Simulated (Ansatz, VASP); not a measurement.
## Zn: VASP beside Ansatz

File INCAR:

```
SYSTEM = Zn
PREC = Accurate
ENCUT = 520
EDIFF = 1E-6
ISMEAR = -1
SIGMA = 0.1
LREAL = .FALSE.
LASPH = .TRUE.
NELM = 100
ALGO = Normal
ISIF = 2
LWAVE = .FALSE.
LCHARG = .TRUE.
GGA = PE
LELF = .TRUE.
LVHAR = .TRUE.
NBANDS = 19
```

The input KPOINTS:

```
Automatic mesh
0
G
  14 14 7
  0 0 0
```

File POSCAR:

```
Zn
1.0
    2.6556370042      0.0000000000      0.0000000000
   -1.3278185021      2.2998491089      0.0000000000
    0.0000000000      0.0000000000      4.9624616040
Zn
2
Direct
    0.3333333333      0.6666666667      0.2500000000
    0.6666666667      0.3333333333      0.7500000000
```

Input for Ansatz:

```yaml
crystal:
  lattice:
    - [2.6556370042, 0.0, 0.0]
    - [-1.3278185021, 2.2998491089, 0.0]
    - [0.0, 0.0, 4.962461604]
  atoms:
    - { symbol: Zn, position: [0.3333333333, 0.6666666667, 0.25] }
    - { symbol: Zn, position: [0.6666666667, 0.3333333333, 0.75] }
hamiltonian:
  xc: pbe
  pseudopotentials:
    kind: paw
    azcp:
      Zn: "pseudopotentials/Zn.paw.azcp"
basis:
  ecutwfc: 420
  fft_grid_basis: typed
kpoints:
  mp_grid: { grid: [14, 14, 7], shift: [0, 0, 0] }
magnetization:
  spin_polarized: false
scf:
  occupations: { method: fermi_dirac, width: 0.1 }
  lower_state_search: "off"
output:
  stress: true
```

Alike in both runs: task single point; functional PBE; k mesh 14 × 14 × 7; occupations fermi-dirac, width 0.1 eV; no spin polarisation.

```csv
,VASP,Ansatz
version,VASP 6.6.1,Ansatz 0.2.0
potentials or method,"VASP PAW PBE potentials, release 64 (Zn), cutoff 520 eV","plane waves (420 eV) with PAW, scalar-relativistic"
valence electrons in the cell,24,24
```

```csv
,VASP,Ansatz,Ansatz less VASP
pressure (GPa),0.5,0.2,-0.35
"traceless stress, the component that is largest in VASP (GPa)",-0.63,-0.47,+0.164
```
